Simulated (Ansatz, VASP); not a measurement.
**Si in VASP and in Ansatz**

Contents of INCAR:

```
SYSTEM = Si
PREC = Accurate ; ENCUT = 520
EDIFF = 1E-7 ; ISMEAR = 0
SIGMA = 0.01 ; LREAL = .FALSE.
LASPH = .TRUE. ; NELM = 100
ALGO = Normal ; ISIF = 2
LWAVE = .FALSE. ; LCHARG = .TRUE.
GGA = PS ; LELF = .TRUE.
LVHAR = .TRUE. ; NBANDS = 16
```

Contents of KPOINTS:

```
regular mesh
0
G
  9 9 6
  0 0 0
```

The input POSCAR:

```
Si
1.0
    3.8247397559      0.0000000000      0.0000000000
   -1.9123698780      3.3123217915      0.0000000000
    0.0000000000      0.0000000000      6.3247507396
Si
4
Direct
    0.3333333333      0.6666666667      0.0000086252
    0.6666666667      0.3333333333      0.5000086252
    0.3333333333      0.6666666667      0.3739913748
    0.6666666667      0.3333333333      0.8739913748
```

Input for Ansatz:

```yaml
crystal:
  lattice:
    - [3.8247397559, 0.0, 0.0]
    - [-1.912369878, 3.3123217915, 0.0]
    - [0.0, 0.0, 6.3247507396]
  atoms:
    - { symbol: Si, position: [0.3333333333, 0.6666666667, 8.6252e-06] }
    - { symbol: Si, position: [0.6666666667, 0.3333333333, 0.5000086252] }
    - { symbol: Si, position: [0.3333333333, 0.6666666667, 0.3739913748] }
    - { symbol: Si, position: [0.6666666667, 0.3333333333, 0.8739913748] }
basis:
  ecutwfc: 420
kpoints:
  mp_grid: { grid: [9, 9, 6] }
  band_path:
    path:
      - [0.0, 0.0, 0.0]
      - [0.0, 0.0, 0.0]
      - [0.5, 0.0, 0.0]
      - [0.5, 0.0, 0.0]
      - [0.3333333333, 0.3333333333, 0.0]
      - [0.0, 0.0, 0.5]
      - [0.0073047149, -0.0036523574, 0.0]
      - [-0.0073047149, 0.0036523574, 0.0]
      - [0.0, 0.0, 0.0120793841]
      - [0.0, 0.0, -0.0120793841]
      - [0.0073047149, -0.0036523574, 0.0]
      - [-0.0073047149, 0.0036523574, 0.0]
      - [0.0, 0.0, 0.0120793841]
      - [0.0, 0.0, -0.0120793841]
    npoints: 1
hamiltonian:
  xc: pbesol
  pseudopotentials: { kind: paw, azcp: { folder: soft_1 } }
scf:
  occupations: { method: fixed }
  n_extra_bands: 6
output:
  forces: true
  stress: true
  eigenvalues: true
```

Alike in both runs: task single point; functional PBEsol; k mesh 9 × 9 × 6; no spin polarisation.

|  | VASP | Ansatz |
| --- | --- | --- |
| version | VASP 6.6.1 | Ansatz 0.2.0 |
| potentials or method | VASP PAW PBE potentials, release 64 (Si), cutoff 520 eV | scalar-relativistic, plane waves, PAW |
| occupations | gaussian, width 0.01 eV | fixed |
| valence electrons in the cell | 16 | 16 |

VASP gave:

```
gap on the k mesh at the Fermi level (eV) : 0.33
least direct gap on the mesh (eV)         : 0.97
pressure (GPa)                            : 0.1
```

Problem. Estimate Ansatz's values.

Solution. gap on the k mesh at the Fermi level (eV): 0.34; least direct gap on the mesh (eV): 0.97; pressure (GPa): 0.0.

VASP's potentials were made for PBE, not for PBEsol, and Ansatz warns of the same on its side.
